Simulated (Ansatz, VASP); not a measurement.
This is a calculation of Si2Mo for VASP 6.6.1.

INCAR

```
ALGO = Normal
EDIFF = 1E-6
ENCUT = 520
GGA = PS
ISIF = 2
ISMEAR = 0
LASPH = T
LCHARG = F
LREAL = F
LWAVE = F
NBANDS = 18
NELM = 80
PREC = Accurate
SIGMA = 0.1
```

KPOINTS

```
k-points
0
Gamma
  12 12 12
```

Contents of POSCAR:

```
Si2Mo
1.0
    4.5352872300      0.0000000000      0.0000000000
    2.2774368483      3.9220035263      0.0000000000
   -3.4063620392     -1.9610017632      2.2627417001
Mo Si
1 2
Direct
    0.0000000000      0.0000000000      0.0000000000
    0.6670000000      0.6670000000      0.0000000000
    0.3330000000      0.3330000000      0.0000000000
```

Potentials or basis: VASP PAW PBE potentials, release 64 (Mo_sv, Si).

Launch:

```bash
$ cat potpaw_PBE.64/Mo_sv/POTCAR potpaw_PBE.64/Si/POTCAR > POTCAR
$ mpirun -np 1 vasp_std > vasp.out
```

Set up the same calculation for Ansatz 0.2.0. Potentials there: Ansatz PAW.

As run (the cutoff follows the program's own potentials):

input.yaml

```yaml
crystal:
  lattice:
    - [4.53528723, 0.0, 0.0]
    - [2.2774368483, 3.9220035263, 0.0]
    - [-3.4063620392, -1.9610017632, 2.2627417001]
  atoms:
    - { symbol: Mo, position: [0.0, 0.0, 0.0] }
    - { symbol: Si, position: [0.667, 0.667, 0.0] }
    - { symbol: Si, position: [0.333, 0.333, 0.0] }
hamiltonian:
  xc: pbesol
  pseudopotentials: { kind: paw }
kpoints:
  mp_grid: { grid: [12, 12, 12] }
scf:
  occupations: { method: gaussian, width: 0.1 }
output:
  forces: true
  stress: true
  eigenvalues: true
```

Potentials or basis: Ansatz PAW.

Launch:

```bash
$ ansatz run input.yaml --threads 1 --pin off --max-ram 3584MiB --backend cpu --events-out ev --progress --plain --runs-dir out
```

Both were run:

|  | VASP | Ansatz | Ansatz less VASP |
| --- | --- | --- | --- |
| gap on the k mesh at the Fermi level (eV) | none | none | - |
| pressure (GPa) | -2.4 | -2.7 | -0.37 |
| traceless stress, the component that is largest in VASP (GPa) | -0.54 | -0.55 | -0.008 |
| rms of the force components (eV/Å) | 0.152 | 0.154 | +0.0021 |

VASP's potentials were made for PBE, not for PBEsol. Atom by atom the forces differ by 0.002 eV/Å (rms over components). A gap of «none» marks a metal or a gap that the smearing closes. The functional is the same, so the differences come from potentials, cutoffs and numerics.
